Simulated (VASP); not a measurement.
Here is a VASP 6.6.1 calculation.

The input INCAR:

```
ALGO = Normal ; EDIFF = 1E-7
ENCUT = 520 ; ISIF = 2
ISMEAR = -1 ; LASPH = True
LCHARG = False ; LREAL = False
LWAVE = False ; NBANDS = 30
NELM = 80 ; PREC = Accurate
SIGMA = 0.1
```

File KPOINTS:

```
k-points
0
Gamma
  10 10 14
```

POSCAR

```
Rh
1.0
    4.1940192945      0.0000000000      0.0000000000
   -2.0970096473      3.6321272530      0.0000000000
    0.0000000000      0.0000000000      2.5707549089
Rh
3
Direct
    1.0000000000      1.0000000000      0.0000000000
    0.3333333333      0.6666666667      0.5000000000
    0.6666666667      0.3333333333      0.5000000000
```

Potentials or basis: VASP PAW LDA potentials, release 64 (Rh_pv).

Run with:

```console
$ cat potpaw_LDA.64/Rh_pv/POTCAR > POTCAR
$ mpirun -np 1 vasp_std > vasp.out
```

(1) Estimate the pressure.

Results:

(1) 14.4 GPa.
